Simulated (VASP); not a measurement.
The system is GaSb (rocksalt type).

```
Ga Sb
1.0
     0.00000    2.72161    2.72161
     2.72161    0.00000    2.72161
     2.72161    2.72161    0.00000
Ga Sb
1 1
Direct
  0.00000 0.00000 0.00000
  0.50000 0.50000 0.50000
```

* Program: VASP 6.6.1
* Task: relaxation of cell and atoms
* Functional: PBE
* Potentials or basis: VASP PAW PBE potentials, release 64 (Ga_d, Sb)
* Cutoff: 600 eV
* k mesh: 10 × 10 × 10
* Occupations: fermi-dirac, width 0.05 eV
* Spin: no spin polarisation

At the start: pressure 16.6 GPa; volume 20.16 Å³/atom.

Task: Where does the relaxation end?

Result: Over 4 steps the energy falls by 182.5 meV/atom and the volume is 24.45 Å³/atom (+21.3 %); space group Fm-3m (No. 225, to 0.05 Å).

Step by step:
```csv
step,energy change (eV),largest force (eV/Å),pressure (GPa),volume (Å³)
1,0.0000,0.0000,16.63,40.32
2,-0.2936,0.0000,-4.03,53.81
3,-0.3650,0.0000,0.12,48.72
4,-0.3650,0.0000,-0.03,48.90
```

Final structure:
```yaml
crystal:
  lattice:
    - [0.00000, 2.90234, 2.90234]
    - [2.90234, 0.00000, 2.90234]
    - [2.90234, 2.90234, 0.00000]
  atoms:
    - { symbol: Ga, position: [0.00000, 0.00000, 0.00000] }
    - { symbol: Sb, position: [0.50000, 0.50000, 0.50000] }
```

Caveat: the volume moved by over 15 % at a fixed basis, so the end points are rough.
